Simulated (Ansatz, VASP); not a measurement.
## Ir in VASP and in Ansatz

File INCAR:

```
  PREC = Accurate
  ENCUT = 520
  EDIFF = 1E-8
  ISMEAR = -1
  SIGMA = 0.05
  LREAL = F
  LASPH = T
  NELM = 60
  ALGO = Normal
  ISIF = 2
  LWAVE = F
  LCHARG = F
  GGA = PE
  LEFG = T
  NBANDS = 10
```

Contents of KPOINTS:

```
Automatic mesh
0
Gamma
  15 15 15
```

POSCAR

```
Ir
1.0
    0.0000000000      1.9573507352      1.9573507352
    1.9573507352      0.0000000000      1.9573507352
    1.9573507352      1.9573507352      0.0000000000
Ir
1
Direct
    0.0000000000      0.0000000000      0.0000000000
```

Input for Ansatz:

```yaml
crystal:
  lattice:
    - [0.0, 1.9573507352, 1.9573507352]
    - [1.9573507352, 0.0, 1.9573507352]
    - [1.9573507352, 1.9573507352, 0.0]
  atoms:
    - { symbol: Ir, position: [0.0, 0.0, 0.0] }
kpoints:
  mp_grid: { grid: [15, 15, 15] }
scf:
  occupations: { method: fermi_dirac, width: 0.05 }
hamiltonian:
  xc: pbe
  pseudopotentials: { kind: paw }
output:
  forces: true
  stress: true
  eigenvalues: true
  efg: { contact_densities: true }
```

Change from the starting cell: volume scaled by 1.06, PAW files.

Alike in both runs: task electric field gradients; functional PBE; k mesh 15 × 15 × 15; occupations fermi-dirac, width 0.05 eV; no spin polarisation.

|  | VASP | Ansatz |
| --- | --- | --- |
| version | VASP 6.6.1 | Ansatz 0.2.0 |
| potentials or method | VASP PAW PBE potentials, release 64 (Ir) | PAW with Ansatz's default frozen-core files, scalar-relativistic |
| plane-wave cutoff (eV) | 520 | 420 |
| valence electrons in the cell | 9 | 17 |

```tsv
	VASP	Ansatz	Ansatz less VASP
pressure (GPa)	-10.5	-10.9	-0.38
```

VASP's potentials hold 9 valence electrons a cell and Ansatz's 17, so a difference there can come from the potentials and not from the codes.

Spin-orbit coupling is off throughout.
